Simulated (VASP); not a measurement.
# Al (a cell with a defect) in VASP: single point with PBEsol

Aim: the single point of Al (a cell with a defect) with PBEsol.

All numbers are computed with VASP 6.6.1; they aren't measurements. Logs are shortened: lines on timing, memory, paths and dates and some standing lists are left out, and cuts for length are marked.

## (1) The cell of the first run

The cell holds a defect, 33 atoms: a = 8.100 Å, b = 8.100 Å, c = 8.100 Å, α = 90.00°, β = 90.00°, γ = 90.00°.

## (2) Single point, PBEsol

The input, INCAR:

```
PREC = Accurate ; ENCUT = 520
EDIFF = 1E-6 ; ISMEAR = 0
SIGMA = 0.05 ; LREAL = Auto
LASPH = True ; NELM = 100
ALGO = Normal ; ISIF = 2
LWAVE = False ; LCHARG = False
GGA = PS ; NBANDS = 72
```

The input, KPOINTS:

```
Automatic mesh
0
Gamma
  3 3 3
```

The input, POSCAR:

```
Al
1.0
    8.1000000000      0.0000000000      0.0000000000
    0.0000000000      8.1000000000      0.0000000000
    0.0000000000      0.0000000000      8.1000000000
Al
33
Direct
    0.4985895062     -0.0062220988     -0.0146514815
    0.7458720988      0.2506627160      0.0025762963
    0.7673781481     -0.0068202469      0.2496274074
    0.0039334568      0.0041011111     -0.0047080247
    0.2586407407      0.2585790123      0.0098628395
    0.5064754321      0.5068434568     -0.0545996296
    0.7519877778      0.7519230864     -0.0034364198
    0.2381381481     -0.0052219753      0.2498104938
    0.5090253086      0.1710201235      0.2518017284
    0.7826324691      0.5053964198      0.2508485185
    0.4987087654     -0.0069854321      0.5159727160
    0.7471762963      0.2496718519      0.4984951852
    0.7558582716      0.0028776543      0.7506711111
   -0.0060559259      0.4985776543     -0.0145286420
    0.2504153086      0.7461688889      0.0022970370
   -0.0052066667      0.2382550617      0.2498211111
    0.1720853086      0.5089882716      0.2517723457
    0.5050245679      0.7819107407      0.2508259259
    0.0038688889      0.0040320988      0.5049839506
    0.2580762963      0.2580119753      0.4900364198
    0.5066266667      0.5069630864      0.5491939506
    0.7527344444      0.7526827160      0.5039114815
    0.2472020988      0.0038961728      0.7504577778
    0.4991601235      0.2394512346      0.7491316049
    0.7637766667      0.4982430864      0.7496782716
   -0.0062559259      0.7672470370      0.2496403704
   -0.0067992593      0.4986967901      0.5158432099
    0.2494466667      0.7474266667      0.4987085185
    0.0037171605      0.2473375309      0.7504723457
    0.2392683951      0.4991828395      0.7491229630
    0.4982650617      0.7638950617      0.7496723457
    0.0026865432      0.7559282716      0.7506553086
    0.4685277778      0.4673088889      0.2461486420
```

Potentials or basis: VASP PAW PBE potentials, release 64 (Al).

Run with:

```bash
$ cat potpaw_PBE.64/Al/POTCAR > POTCAR
$ mpirun -np 1 vasp_std > vasp.out
```

OUTCAR:

```text
PREC = Accurate
   ENCUT = 520
   EDIFF = 1E-6
   ISMEAR = 0
   LREAL = Auto
   LASPH = True
   NELM = 100
   ISIF = 2
   GGA = PS

 ion  position               nearest neighbor table
   1  0.499  0.994  0.985-   9 2.59  31 2.67  18 2.75  24 2.76  23 2.79  13 2.82   7 2.84  15 2.84
                             2 2.89   5 2.90   8 3.01   3 3.05
   2  0.746  0.251  0.003-  16 2.84  14 2.84   9 2.86  13 2.86  24 2.87  25 2.87   6 2.88   1 2.89
                             4 2.89   3 2.90  10 2.90  29 2.92
   3  0.767  0.993  0.250-   9 2.54  26 2.59  16 2.71  18 2.73   4 2.81  19 2.82   7 2.83  22 2.84
                             2 2.90  12 2.90   1 3.05  11 3.06
   4  0.004  0.004  0.995-  29 2.80  23 2.80  16 2.80   8 2.80   3 2.81  26 2.82  13 2.82  32 2.82
                             7 2.89  15 2.89   2 2.89   5 2.92
   5  0.259  0.259  0.010-  24 2.88  30 2.88   6 2.89   8 2.89  16 2.89  14 2.90   1 2.90  17 2.91
                             9 2.91   4 2.92  23 2.95  29 2.95  33 3.07
   6  0.506  0.507  0.945-  33 2.48  31 2.62  25 2.62  30 2.69  24 2.69   7 2.84  15 2.88   2 2.88
                             5 2.89  21 3.21  18 3.33  10 3.34
   7  0.752  0.752  0.997-   3 2.83  26 2.84   1 2.84  14 2.84   6 2.84  32 2.84  13 2.85  25 2.87
                            31 2.87  10 2.88  18 2.88   4 2.89
   8  0.238  0.995  0.250-   9 2.62  26 2.70  18 2.77  16 2.79   4 2.80  19 2.81  15 2.84  28 2.84
                            20 2.89   5 2.89   1 3.01  11 3.02
   9  0.509  0.171  0.252-  33 2.42   3 2.54  11 2.58   1 2.59   8 2.62  12 2.85   2 2.86  20 2.89
[... 34 lines left out ...]
                            15 2.89  28 2.90  14 3.05  27 3.06
  27  0.993  0.499  0.516-  17 2.58  25 2.65  10 2.74  30 2.75  29 2.79  32 2.82  22 2.83  12 2.84
                            28 2.90  20 2.91  16 3.02  26 3.06
  28  0.249  0.747  0.499-  11 2.84   8 2.84  17 2.85  30 2.86  32 2.86  31 2.87  19 2.88  21 2.88
                            26 2.90  27 2.90  18 2.90  23 2.91
  29  0.004  0.247  0.750-  27 2.79  14 2.79  23 2.79  30 2.79   4 2.80  19 2.80  25 2.81  13 2.82
                            12 2.91   2 2.92   5 2.95  20 2.95
  30  0.239  0.499  0.749-   6 2.69  21 2.70  27 2.75  14 2.76  29 2.79  32 2.83  28 2.86  15 2.87
                            20 2.87   5 2.88  24 2.98  31 3.00
  31  0.498  0.764  0.750-   6 2.62  21 2.64  11 2.65   1 2.67  23 2.81  13 2.85  28 2.87  22 2.87
                             7 2.87  15 2.87  30 3.00  25 3.04
  32  0.003  0.756  0.751-  23 2.82  27 2.82   4 2.82  14 2.82  30 2.83  13 2.83  19 2.83   7 2.84
                            22 2.85  25 2.85  28 2.86  15 2.86
  33  0.469  0.467  0.246-   9 2.42  17 2.43   6 2.48  21 2.49  10 2.56  18 2.57   5 3.07  20 3.11

  LATTYP: Found a simple cubic cell.
 ALAT       =     8.1000000000

  Lattice vectors:

 A1 = (   8.1000000000,   0.0000000000,   0.0000000000)
 A2 = (   0.0000000000,   8.1000000000,   0.0000000000)
 A3 = (   0.0000000000,   0.0000000000,   8.1000000000)

Analysis of symmetry for initial positions (statically):
=====================================================================
 Subroutine PRICEL returns:
 Original cell was already a primitive cell.

 Routine SETGRP: Setting up the symmetry group for a
 simple cubic supercell.

 Subroutine GETGRP returns: Found  1 space group operations
 (whereof  1 operations were pure point group operations)
 out of a pool of 48 trial point group operations.

The static configuration has the point symmetry C_1 .

Analysis of symmetry for dynamics (positions and initial velocities):
=====================================================================
 Subroutine PRICEL returns:
 Original cell was already a primitive cell.

 Routine SETGRP: Setting up the symmetry group for a
 simple cubic supercell.

 Subroutine GETGRP returns: Found  1 space group operations
 (whereof  1 operations were pure point group operations)
 out of a pool of 48 trial point group operations.

The dynamic configuration has the point symmetry C_1 .

 Subroutine INISYM returns: Found  1 space group operations
 (whereof  1 operations are pure point group operations),
 and found     1 'primitive' translations

----------------------------------------------------------------------------------------

                                     Primitive cell

  volume of cell :     531.4410

  direct lattice vectors                    reciprocal lattice vectors
     8.100000000  0.000000000  0.000000000     0.123456790  0.000000000  0.000000000
     0.000000000  8.100000000  0.000000000     0.000000000  0.123456790  0.000000000
     0.000000000  0.000000000  8.100000000     0.000000000  0.000000000  0.123456790

  length of vectors
     8.100000000  8.100000000  8.100000000     0.123456790  0.123456790  0.123456790

  position of ions in fractional coordinates (direct lattice)
     0.498589506  0.993777901  0.985348518
     0.745872099  0.250662716  0.002576296
     0.767378148  0.993179753  0.249627407
     0.003933457  0.004101111  0.995291975
     0.258640741  0.258579012  0.009862840
     0.506475432  0.506843457  0.945400370
[... 25 lines left out ...]
     0.002686543  0.755928272  0.750655309
     0.468527778  0.467308889  0.246148642

  ion indices of the primitive-cell ions
   primitive index   ion index
                 1           1
                 2           2
                 3           3
                 4           4
                 5           5
                 6           6
[... 25 lines left out ...]
                32          32
                33          33

----------------------------------------------------------------------------------------

 KPOINTS: Automatic mesh

Automatic generation of k-mesh.
 Grid dimensions read from file:
 generate k-points for:    3    3    3

 Generating k-lattice:

  Cartesian coordinates                     Fractional coordinates (reciprocal lattice)
     0.041152263  0.000000000  0.000000000     0.333333333  0.000000000  0.000000000
     0.000000000  0.041152263  0.000000000     0.000000000  0.333333333  0.000000000
     0.000000000  0.000000000  0.041152263     0.000000000  0.000000000  0.333333333

  Length of vectors
     0.041152263  0.041152263  0.041152263

  Shift w.r.t. Gamma in fractional coordinates (k-lattice)
     0.000000000  0.000000000  0.000000000

 Subroutine IBZKPT returns following result:
 ===========================================

 Found     14 irreducible k-points:

 Following reciprocal coordinates:
            Coordinates               Weight
  0.000000  0.000000  0.000000      1.000000
  0.333333  0.000000  0.000000      2.000000
  0.000000  0.333333  0.000000      2.000000
  0.000000  0.000000  0.333333      2.000000
  0.333333  0.333333  0.000000      2.000000
  0.000000  0.333333  0.333333      2.000000
  0.333333  0.000000  0.333333      2.000000
 -0.333333  0.333333  0.000000      2.000000
 -0.333333  0.000000  0.333333      2.000000
  0.000000 -0.333333  0.333333      2.000000
  0.333333  0.333333  0.333333      2.000000
 -0.333333  0.333333  0.333333      2.000000
 -0.333333 -0.333333  0.333333      2.000000
  0.333333 -0.333333  0.333333      2.000000
   k-points           NKPTS =     14   k-points in BZ     NKDIM =     14   number of bands    NBANDS=     72
   number of dos      NEDOS =    301   number of ions     NIONS =     33
   total plane-waves  NPLWV = 216000
   dimension x,y,z NGX =    60 NGY =   60 NGZ =   60
   dimension x,y,z NGXF=   120 NGYF=  120 NGZF=  120
   ions per type =              33
   NGX,Y,Z   is equivalent  to a cutoff of  12.31, 12.31, 12.31 a.u.
   NGXF,Y,Z  is equivalent  to a cutoff of  24.63, 24.63, 24.63 a.u.
 SYSTEM =  unknown system
   PREC   = accura    normal or accurate (medium, high low for compatibility)
   ISTART =      0    job   : 0-new  1-cont  2-samecut
   ICHARG =      2    charge: 1-file 2-atom 10-const
   ISPIN  =      1    spin polarized calculation?
   LNONCOLLINEAR =      F non collinear calculations
   LSORBIT =      F    spin-orbit coupling
   LASPH  =      T    aspherical Exc in radial PAW
   ENCUT  =  520.0 eV  38.22 Ry    6.18 a.u.  15.06 15.06 15.06*2*pi/ulx,y,z
   NELM   =    100;   NELMIN=  2; NELMDL= -5     # of ELM steps
   EDIFF  = 0.1E-05   stopping-criterion for ELM
   LREAL  =      T    real-space projection
   EDIFFG = 0.1E-04   stopping-criterion for IOM
   NSW    =      0    number of steps for IOM
   IBRION =     -1    ionic relax: 0-MD 1-quasi-New 2-CG
   NFREE  =      0    steps in history (QN), initial steepest desc. (CG)
   ISIF   =      2    stress and relaxation
   ISYM   =      2    0-nonsym 1-usesym 2-fastsym
   POTIM  = 0.5000    time-step for ionic-motion
   TEBEG  =    0.0;   TEEND  =   0.0 temperature during run
   PSTRESS=    0.0 pullay stress
   NELECT =      99.0000    total number of electrons
   NUPDOWN=      -1.0000    fix difference up-down
   EMIN   =  10.00;   EMAX   =-10.00  energy-range for DOS
   EFERMI =   0.00;   METHOD = LEGACY
   ISMEAR =     0;   SIGMA  =   0.05  broadening in eV -4-tet -1-fermi 0-gaus
   EFERMI_NEDOS =   21; number of points for ismear=-14 and -15
   IALGO  =     38    algorithm
   IMIX   =      4    mixing-type and parameters
     AMIX     =   0.40;   BMIX     =  1.00
     AMIX_MAG =   1.60;   BMIX_MAG =  1.00
  volume/ion in A,a.u.               =      16.10       108.68
  Fermi-wavevector in a.u.,A,eV,Ry     =   0.934978  1.766853 11.894002  0.874184
  Thomas-Fermi vector in A             =   2.061839
   LORBIT       =      0    0 simple, 1 ext, 2 COOP (PROOUT), +10 PAW based schemes
   GGA     = PS    functional components
   LHFCALC =     F    Hartree Fock is set to
   AEXX    =    0.0000 exact exchange contribution
   IVDW    =     0    specifies the selected vdW correction
   LEPSILON=     F    determine dielectric tensor
   LRPA    =     F    only Hartree local field effects (RPA)
 non-spin polarized calculation
 Gauss-broadening in eV      SIGMA  =   0.05
  energy-cutoff  :      520.00
  volume of cell :      531.44
 maximum number of plane-waves:     14358
   NGX = 31   NGY = 31   NGZ = 31

 number of electron      99.0000000 magnetization

 Free energy of the ion-electron system (eV)
  ---------------------------------------------------
  ext. energy  EPLUGINS =         0.00000000
  ---------------------------------------------------
  free energy    TOTEN  =      -133.01563087 eV

  energy without entropy =     -133.00345594  energy(sigma->0) =     -133.00954341

 E-fermi :   8.2322     XC(G=0): -10.3351

 val. band max:        8.2240247776   @ k =   0.0000  -0.3333   0.3333
 cond. band min:       8.2353874522   @ k =   0.3333   0.3333   0.0000
 fundamental gap:      0.0113626746
 Fermi energy:         8.2321719380

 k-point     1 :       0.0000    0.0000    0.0000
  band No.  band energies     occupation
      1      -3.1257      2.00000
      2      -1.1189      2.00000
      3      -1.1043      2.00000
      4      -0.8864      2.00000
      5      -0.7409      2.00000
      6      -0.7376      2.00000
[... 885 lines left out ...]
     60       9.7926      0.00000
     61       9.8150      0.00000
 [bands above 61 left out]

------------------------ aborting loop because EDIFF is reached ----------------------------------------

  FORCE on cell =-STRESS in cart. coord.  units (eV):
  Direction    XX          YY          ZZ          XY          YZ          ZX
  --------------------------------------------------------------------------------------
  -------------------------------------------------------------------------------------
  Total       11.2991183     11.3965822      9.8802518     -0.9572994     -0.1077025     -0.1007912
  in kB       34.0643481     34.3581802     29.7867785     -2.8860465     -0.3246993     -0.3038632
  external PRESSURE =      32.7364356 kB  Pullay stress =       0.0000000 kB

 VOLUME and BASIS-vectors are now :
 -----------------------------------------------------------------------------
  energy-cutoff  :      520.00
  volume of cell :      531.44
      direct lattice vectors                 reciprocal lattice vectors
     8.100000000  0.000000000  0.000000000     0.123456790  0.000000000  0.000000000
     0.000000000  8.100000000  0.000000000     0.000000000  0.123456790  0.000000000
     0.000000000  0.000000000  8.100000000     0.000000000  0.000000000  0.123456790

 POSITION                                       TOTAL-FORCE (eV/Angst)
 -----------------------------------------------------------------------------------
      4.03858      8.04960      7.98132        -0.003966      0.000457     -0.005618
      6.04156      2.03037      0.02087        -0.013049      0.002968      0.009842
      6.21576      8.04476      2.02198        -0.009218      0.009672      0.004751
      0.03186      0.03322      8.06186        -0.006002     -0.006717      0.002048
      2.09499      2.09449      0.07989         0.010426      0.010104      0.034986
      4.10245      4.10543      7.65774        -0.004799     -0.003832     -0.019679
[... 25 lines left out ...]
      0.02176      6.12302      6.08031         0.006596     -0.001962     -0.000097
      3.79508      3.78520      1.99380         0.062919      0.059680      0.009537
 -----------------------------------------------------------------------------------
    total drift:                               -0.017441     -0.031606      0.002390

  FREE ENERGIE OF THE ION-ELECTRON SYSTEM (eV)
  ---------------------------------------------------
  free  energy   TOTEN  =      -133.0156308703 eV

  energy  without entropy=     -133.0034559416  energy(sigma->0) =     -133.00954341
```

Run time: 6.5 min. Hardware: 1 thread of Intel Xeon 6975P-C (Granite Rapids), shared host; peak memory 0.64 GiB.

Results:

| Quantity | Value |
| --- | --- |
| Free energy | -133.0156 eV |
| Pressure | 3.3 GPa |
| Largest force | 0.087 eV/Å |
| Band gap on the k mesh | zero (an odd number of electrons rules out a gap without spin polarisation) |

Forces on the atoms (eV/Å):
```
Al  -0.004  0.000 -0.006
Al  -0.013  0.003  0.010
Al  -0.009  0.010  0.005
Al  -0.006 -0.007  0.002
Al   0.010  0.010  0.035
Al  -0.005 -0.004 -0.020
Al   0.004  0.005 -0.002
Al  -0.018 -0.014  0.001
Al  -0.047  0.005 -0.018
Al   0.041  0.011  0.004
Al  -0.006  0.009  0.000
Al  -0.020  0.001 -0.016
Al  -0.003  0.007  0.000
Al   0.001 -0.003 -0.005
Al   0.003 -0.014  0.010
Al  -0.013 -0.016  0.001
Al   0.006 -0.045 -0.019
Al   0.012  0.041  0.003
Al  -0.005 -0.006  0.002
Al   0.000  0.000 -0.017
Al   0.003  0.003  0.031
Al   0.005  0.005  0.005
Al  -0.008  0.001  0.001
Al  -0.009 -0.005  0.000
Al   0.006 -0.007 -0.002
Al   0.006 -0.011  0.003
Al   0.009 -0.006 -0.002
Al   0.001 -0.021 -0.014
Al   0.001 -0.009  0.002
Al  -0.005 -0.009  0.000
Al  -0.006  0.006 -0.003
Al   0.007 -0.002  0.000
Al   0.063  0.060  0.010
```

Caveat: the PAW data sets were made with another functional, which shifts forces and pressure a little.
